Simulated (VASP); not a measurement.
# Ag4O in VASP: relaxation of the atoms with PBEsol

Aim: the relaxation of the atoms of Ag4O with PBEsol.

Program: VASP 6.6.1. These are calculated values, not measurements. Logs are shortened: lines on timing, memory, paths and dates and some standing lists are left out, and cuts for length are marked.

## Step 1: The cell of the first run

The cell holds a slab with vacuum, 5 atoms: a = 2.867 Å, b = 2.867 Å, c = 26.022 Å, α = 90.00°, β = 90.00°, γ = 120.00°.

## Step 2: Relaxation of the atoms, PBEsol

Input file INCAR:

```
ALGO = Normal ; DIPOL = 0.5 0.5 0.499
EDIFF = 1E-7 ; EDIFFG = -0.03
ENCUT = 520 ; GGA = PS
IBRION = 2 ; IDIPOL = 3
ISIF = 2 ; ISMEAR = 0
KPAR = 4 ; LASPH = T
LCHARG = F ; LDIPOL = T
LREAL = F ; LWAVE = F
NELM = 100 ; NSW = 90
PREC = Accurate ; SIGMA = 0.1
```

Input file KPOINTS:

```
k-points
0
Gamma
  12 12 1
```

Input file POSCAR:

```
Ag4O
1.0
    2.8669036820      0.0000000000      0.0000000000
   -1.4334518410      2.4828114189      0.0000000000
    0.0000000000      0.0000000000     26.0224511627
Ag O
4 1
Selective dynamics
Direct
    0.6666666667      0.3333333333      0.3266410203  F F F
    0.3333333333      0.6666666667      0.4165947699  F F F
    0.0000000000      0.0000000000      0.5051670358  T T T
    0.6666666667      0.3333333333      0.5942154382  T T T
    0.1666666667     -0.1666666667      0.6541636725  T T T
```

Potentials or basis: VASP PAW PBE potentials, release 64 (Ag, O).

Command:

```console
cat potpaw_PBE.64/Ag/POTCAR potpaw_PBE.64/O/POTCAR > POTCAR
mpirun -np 4 vasp_std > vasp.out
```

OUTCAR:

```text
EDIFF = 1E-7
   EDIFFG = -0.03
   ENCUT = 520
   GGA = PS
   IBRION = 2
   ISIF = 2
   ISMEAR = 0
   LASPH = T
   LREAL = F
   NELM = 100
   NSW = 90
   PREC = Accurate

 ion  position               nearest neighbor table
   1  0.667  0.333  0.327-   2 2.87   2 2.87   2 2.87
   2  0.333  0.667  0.417-   3 2.84   3 2.84   3 2.84   1 2.87   1 2.87   1 2.87
   3  0.000  0.000  0.505-   2 2.84   2 2.84   2 2.84   4 2.85   4 2.85   4 2.85
   4  0.667  0.333  0.594-   5 2.12   5 2.12   3 2.85   3 2.85   3 2.85
   5  0.167  0.833  0.654-   4 2.12   4 2.12

  LATTYP: Found a hexagonal cell.
 ALAT       =     2.8669036820
 C/A-ratio  =     9.0768487711

  Lattice vectors:

 A1 = (   2.8669036820,   0.0000000000,   0.0000000000)
 A2 = (  -1.4334518410,   2.4828114189,   0.0000000000)
 A3 = (   0.0000000000,   0.0000000000,  26.0224511627)

Analysis of symmetry for initial positions (statically):
=====================================================================
 Subroutine PRICEL returns:
 Original cell was already a primitive cell.

 Routine SETGRP: Setting up the symmetry group for a
 hexagonal supercell.

 Subroutine GETGRP returns: Found  2 space group operations
 (whereof  2 operations were pure point group operations)
 out of a pool of 24 trial point group operations.

The static configuration has the point symmetry C_1h.

Analysis of symmetry for dynamics (positions and initial velocities):
=====================================================================
 Subroutine PRICEL returns:
 Original cell was already a primitive cell.

 Routine SETGRP: Setting up the symmetry group for a
 hexagonal supercell.

 Subroutine GETGRP returns: Found  2 space group operations
 (whereof  2 operations were pure point group operations)
 out of a pool of 24 trial point group operations.

The dynamic configuration has the point symmetry C_1h.

Analysis of constrained symmetry for selective dynamics:
=====================================================================
 Subroutine PRICEL returns:
 Original cell was already a primitive cell.

 Routine SETGRP: Setting up the symmetry group for a
 hexagonal supercell.

 Subroutine GETGRP returns: Found  2 space group operations
 (whereof  2 operations were pure point group operations)
 out of a pool of 24 trial point group operations.

The constrained configuration has the point symmetry C_1h.

 Subroutine INISYM returns: Found  2 space group operations
 (whereof  2 operations are pure point group operations),
 and found     1 'primitive' translations

----------------------------------------------------------------------------------------

                                     Primitive cell

  volume of cell :     185.2273

  direct lattice vectors                    reciprocal lattice vectors
     2.866903682  0.000000000  0.000000000     0.348808370  0.201384606  0.000000000
    -1.433451841  2.482811419  0.000000000     0.000000000  0.402769213  0.000000000
     0.000000000  0.000000000 26.022451163     0.000000000  0.000000000  0.038428355

  length of vectors
     2.866903682  2.866903682 26.022451163     0.402769213  0.402769213  0.038428355

  position of ions in fractional coordinates (direct lattice)
     0.666666667  0.333333333  0.326641020
     0.333333333  0.666666667  0.416594770
     0.000000000  0.000000000  0.505167036
     0.666666667  0.333333333  0.594215438
     0.166666667  0.833333333  0.654163672

  ion indices of the primitive-cell ions
   primitive index   ion index
                 1           1
                 2           2
                 3           3
                 4           4
                 5           5

----------------------------------------------------------------------------------------

 KPOINTS: k-points

Automatic generation of k-mesh.
 Grid dimensions read from file:
 generate k-points for:   12   12    1

 Generating k-lattice:

  Cartesian coordinates                     Fractional coordinates (reciprocal lattice)
     0.029067364  0.016782051  0.000000000     0.083333333  0.000000000  0.000000000
     0.000000000  0.033564101  0.000000000     0.000000000  0.083333333  0.000000000
     0.000000000  0.000000000  0.038428355     0.000000000  0.000000000  1.000000000

  Length of vectors
     0.033564101  0.033564101  0.038428355

  Shift w.r.t. Gamma in fractional coordinates (k-lattice)
     0.000000000  0.000000000  0.000000000

 Subroutine IBZKPT returns following result:
 ===========================================

 Found     43 irreducible k-points:

 Following reciprocal coordinates:
            Coordinates               Weight
  0.000000  0.000000  0.000000      1.000000
  0.083333  0.000000  0.000000      4.000000
 -0.083333  0.083333  0.000000      2.000000
  0.166667  0.000000  0.000000      4.000000
 -0.166667  0.166667  0.000000      2.000000
  0.250000  0.000000  0.000000      4.000000
[... 16 lines left out ...]
 -0.083333  0.416667  0.000000      4.000000
 -0.416667  0.333333  0.000000      4.000000
 [... further k-points ...]
   k-points           NKPTS =     43   k-points in BZ     NKDIM =     43   number of bands    NBANDS=     30
   number of dos      NEDOS =    301   number of ions     NIONS =      5
   total plane-waves  NPLWV = 112896
   dimension x,y,z NGX =    24 NGY =   24 NGZ =  196
   dimension x,y,z NGXF=    48 NGYF=   48 NGZF=  392
   ions per type =               4   1
   NGX,Y,Z   is equivalent  to a cutoff of  13.92, 13.92, 12.52 a.u.
   NGXF,Y,Z  is equivalent  to a cutoff of  27.83, 27.83, 25.04 a.u.
 SYSTEM =  unknown system
   PREC   = accura    normal or accurate (medium, high low for compatibility)
   ISTART =      0    job   : 0-new  1-cont  2-samecut
   ICHARG =      2    charge: 1-file 2-atom 10-const
   ISPIN  =      1    spin polarized calculation?
   LNONCOLLINEAR =      F non collinear calculations
   LSORBIT =      F    spin-orbit coupling
   LASPH  =      T    aspherical Exc in radial PAW
   ENCUT  =  520.0 eV  38.22 Ry    6.18 a.u.   5.33  5.33 48.38*2*pi/ulx,y,z
   NELM   =    100;   NELMIN=  2; NELMDL= -5     # of ELM steps
   EDIFF  = 0.1E-06   stopping-criterion for ELM
   LREAL  =      F    real-space projection
   EDIFFG = -.3E-01   stopping-criterion for IOM
   NSW    =     90    number of steps for IOM
   IBRION =      2    ionic relax: 0-MD 1-quasi-New 2-CG
   NFREE  =      1    steps in history (QN), initial steepest desc. (CG)
   ISIF   =      2    stress and relaxation
   ISYM   =      2    0-nonsym 1-usesym 2-fastsym
   POTIM  = 0.5000    time-step for ionic-motion
   TEBEG  =    0.0;   TEEND  =   0.0 temperature during run
   PSTRESS=    0.0 pullay stress
   NELECT =      50.0000    total number of electrons
   NUPDOWN=      -1.0000    fix difference up-down
   EMIN   =  10.00;   EMAX   =-10.00  energy-range for DOS
   EFERMI =   0.00;   METHOD = LEGACY
   ISMEAR =     0;   SIGMA  =   0.10  broadening in eV -4-tet -1-fermi 0-gaus
   EFERMI_NEDOS =   21; number of points for ismear=-14 and -15
   IALGO  =     38    algorithm
   IMIX   =      4    mixing-type and parameters
     AMIX     =   0.40;   BMIX     =  1.00
     AMIX_MAG =   1.60;   BMIX_MAG =  1.00
  volume/ion in A,a.u.               =      37.05       250.00
  Fermi-wavevector in a.u.,A,eV,Ry     =   1.058026  1.999380 15.230631  1.119420
  Thomas-Fermi vector in A             =   2.193321
   LORBIT       =      0    0 simple, 1 ext, 2 COOP (PROOUT), +10 PAW based schemes
   GGA     = PS    functional components
   LHFCALC =     F    Hartree Fock is set to
   AEXX    =    0.0000 exact exchange contribution
   IVDW    =     0    specifies the selected vdW correction
   LEPSILON=     F    determine dielectric tensor
   LRPA    =     F    only Hartree local field effects (RPA)
 conjugate gradient relaxation of ions
 non-spin polarized calculation
 Gauss-broadening in eV      SIGMA  =   0.10
  energy-cutoff  :      520.00
  volume of cell :      185.23
 maximum number of plane-waves:      5023
 NGX is ok and might be reduce to    24
   NGX = 11   NGY = 11   NGZ = 97

 dipolmoment           0.000000      0.000000     -0.091337 electrons x Angstroem

--------------------------------------- Ionic step        1  -------------------------------------------

 number of electron      49.9999989 magnetization

 Free energy of the ion-electron system (eV)
  ---------------------------------------------------
  ext. energy  EPLUGINS =         0.00000000
  ---------------------------------------------------
  free energy    TOTEN  =       -16.30155010 eV

  energy without entropy =      -16.27398409  energy(sigma->0) =      -16.28776710

------------------------ aborting loop because EDIFF is reached ----------------------------------------

  FORCE on cell =-STRESS in cart. coord.  units (eV):
  Direction    XX          YY          ZZ          XY          YZ          ZX
  --------------------------------------------------------------------------------------
  -------------------------------------------------------------------------------------
  Total        0.2641535     -0.3123281     -2.1556113     -0.4992477      0.0293368     -0.0508128
  in kB        2.2848722     -2.7015725    -18.6455839     -4.3183878      0.2537568     -0.4395197
  external PRESSURE =      -6.3540947 kB  Pullay stress =       0.0000000 kB
[... 98 lines left out ...]
  FREE ENERGIE OF THE ION-ELECTRON SYSTEM (eV)
  ---------------------------------------------------
  free  energy   TOTEN  =       -16.4310159061 eV

  energy  without entropy=      -16.4090413883  energy(sigma->0) =      -16.42002865

[... ionic steps 4 to 61 ...]

--------------------------------------- Ionic step       62  -------------------------------------------

 number of electron      49.9999992 magnetization

------------------------ aborting loop because EDIFF is reached ----------------------------------------

  FORCE on cell =-STRESS in cart. coord.  units (eV):
  Direction    XX          YY          ZZ          XY          YZ          ZX
  --------------------------------------------------------------------------------------
  -------------------------------------------------------------------------------------
  Total        2.3141703      2.3119907      0.1360353     -0.0018876     -0.0036651      0.0063481
  in kB       20.0170863     19.9982330      1.1766766     -0.0163274     -0.0317023      0.0549095
  external PRESSURE =      13.7306653 kB  Pullay stress =       0.0000000 kB
[... 63 lines left out ...]
  energy  without entropy=      -16.5193595521  energy(sigma->0) =      -16.53954322

--------------------------------------- Ionic step       64  -------------------------------------------

 number of electron      49.9999991 magnetization

 dipolmoment           0.000000      0.000000      0.149361 electrons x Angstroem

 Free energy of the ion-electron system (eV)
  ---------------------------------------------------
  ext. energy  EPLUGINS =         0.00000000
  ---------------------------------------------------
  free energy    TOTEN  =       -16.55984827 eV

  energy without entropy =      -16.51948600  energy(sigma->0) =      -16.53966713

 E-fermi :  -0.8273     XC(G=0):  -5.4863

 val. band max:       -0.8309182957   @ k =   0.4167   0.0000   0.0000
 cond. band min:      -0.8233654106   @ k =  -0.4167   0.3333   0.0000
 fundamental gap:      0.0075528850
 Fermi energy:        -0.8273345004

 k-point     1 :       0.0000    0.0000    0.0000
  band No.  band energies     occupation
      1     -18.5977      2.00000
      2      -8.4250      2.00000
      3      -7.4948      2.00000
      4      -7.4061      2.00000
      5      -7.0792      2.00000
      6      -6.2134      2.00000
[... 781 lines left out ...]
     29       4.8657      0.00000
     30       5.8661      0.00000

 [... further k-points ...]

------------------------ aborting loop because EDIFF is reached ----------------------------------------

 vacuum level on the upper side and lower side of the slab       (xc-potential included)         1.827        -1.895

  FORCE on cell =-STRESS in cart. coord.  units (eV):
  Direction    XX          YY          ZZ          XY          YZ          ZX
  --------------------------------------------------------------------------------------
  -------------------------------------------------------------------------------------
  Total        2.3206675      2.3176688      0.1305048     -0.0025969     -0.0025137      0.0043539
  in kB       20.0732852     20.0473472      1.1288389     -0.0224630     -0.0217427      0.0376606
  external PRESSURE =      13.7498238 kB  Pullay stress =       0.0000000 kB

 VOLUME and BASIS-vectors are now :
 -----------------------------------------------------------------------------
  energy-cutoff  :      520.00
  volume of cell :      185.23
      direct lattice vectors                 reciprocal lattice vectors
     2.866903682  0.000000000  0.000000000     0.348808370  0.201384606  0.000000000
    -1.433451841  2.482811419  0.000000000     0.000000000  0.402769213  0.000000000
     0.000000000  0.000000000 26.022451163     0.000000000  0.000000000  0.038428355
[... 11 lines left out ...]
  FREE ENERGIE OF THE ION-ELECTRON SYSTEM (eV)
  ---------------------------------------------------
  free  energy   TOTEN  =       -16.5598482660 eV

  energy  without entropy=      -16.5194859979  energy(sigma->0) =      -16.53966713

 reached required accuracy - stopping structural energy minimisation

 vacuum level on the upper side and lower side of the slab         7.465         3.664
```

It took 89 min on 4 MPI ranks of AMD EPYC 7R43 (Zen 3), shared host; peak memory 0.46 GiB.

Results:

```yaml
Free_energy: -16.5598 eV
Energy_gained_by_relaxing: 51.7 meV/atom
Ionic_steps: 64
Band_gap_on_the_k_mesh: zero (bands 25 and 26 overlap by 3.66 eV)
```

The path:
| step | energy change (eV) | largest force on free atoms (eV/Å) | pressure (GPa) |
| --- | --- | --- | --- |
| 1 | 0.0000 | 1.3238 | -0.64 |
| 3 | -0.1295 | 0.2678 | 0.47 |
| 5 | -0.1339 | 0.1697 | 0.47 |
| 7 | -0.1378 | 0.0860 | 0.56 |
| 9 | -0.1413 | 0.1128 | 0.55 |
| 11 | -0.1432 | 0.6612 | 0.50 |
| 13 | -0.1461 | 0.3900 | 0.53 |
| 15 | -0.1475 | 0.3992 | 0.55 |
| 17 | -0.1531 | 0.4475 | 0.62 |
| 19 | -0.1620 | 0.7215 | 0.87 |
| 21 | -0.1724 | 0.4563 | 1.26 |
| 23 | -0.1864 | 0.2240 | 1.35 |
| 25 | -0.1885 | 0.2126 | 1.41 |
| 27 | -0.1983 | 0.1606 | 1.21 |
| 29 | -0.2069 | 0.2455 | 0.81 |
| 31 | -0.2131 | 0.1866 | 0.93 |
| 33 | -0.2223 | 0.1564 | 0.80 |
| 35 | -0.2233 | 0.2500 | 0.44 |
| 37 | -0.2364 | 0.1946 | 0.86 |
| 39 | -0.2384 | 0.1269 | 0.87 |
| 41 | -0.2400 | 0.1061 | 0.75 |
| 43 | -0.2411 | 0.0994 | 0.78 |
| 45 | -0.2443 | 0.1539 | 1.13 |
| 47 | -0.2459 | 0.0852 | 1.07 |
| 49 | -0.2475 | 0.0784 | 1.17 |
| 51 | -0.2482 | 0.0848 | 1.31 |
| 53 | -0.2496 | 0.0985 | 1.32 |
| 55 | -0.2520 | 0.0908 | 1.36 |
| 57 | -0.2542 | 0.1353 | 1.41 |
| 59 | -0.2571 | 0.0915 | 1.29 |
| 61 | -0.2577 | 0.0746 | 1.32 |
| 63 | -0.2582 | 0.0308 | 1.38 |
| 64 | -0.2583 | 0.0286 | 1.37 |

Final structure:
```
Ag O
1.0
     2.86690    0.00000    0.00000
    -1.43345    2.48281    0.00000
     0.00000    0.00000   26.02245
Ag O
4 1
Direct
  0.66667 0.33333 0.32664
  0.33333 0.66667 0.41659
  0.99484 0.00516 0.50527
  0.66395 0.33605 0.59336
  0.33118 0.66882 0.64270
```

Levels at points of the mesh, in eV from the Fermi level:
| k point | band 21 | band 22 | band 23 | band 24 | band 25 | band 26 | band 27 | band 28 | band 29 | band 30 |
| --- | --- | --- | --- | --- | --- | --- | --- | --- | --- | --- |
| (0.00, 0.00, 0.00) | -3.42 | -3.14 | -3.02 | -3.01 | -1.36 | -0.22 | 0.27 | 0.27 | 4.23 | 4.97 |
| (0.50, 0.00, 0.00) | -2.61 | -2.31 | -1.35 | -0.06 | 0.25 | 1.07 | 1.54 | 3.80 | 4.60 | 5.43 |
| (0.50, 0.50, 0.00) | -2.61 | -2.31 | -1.35 | -0.06 | 0.22 | 1.10 | 1.56 | 3.80 | 4.59 | 5.39 |

Caveat: the PAW data sets were made with another functional, which shifts forces and pressure a little.
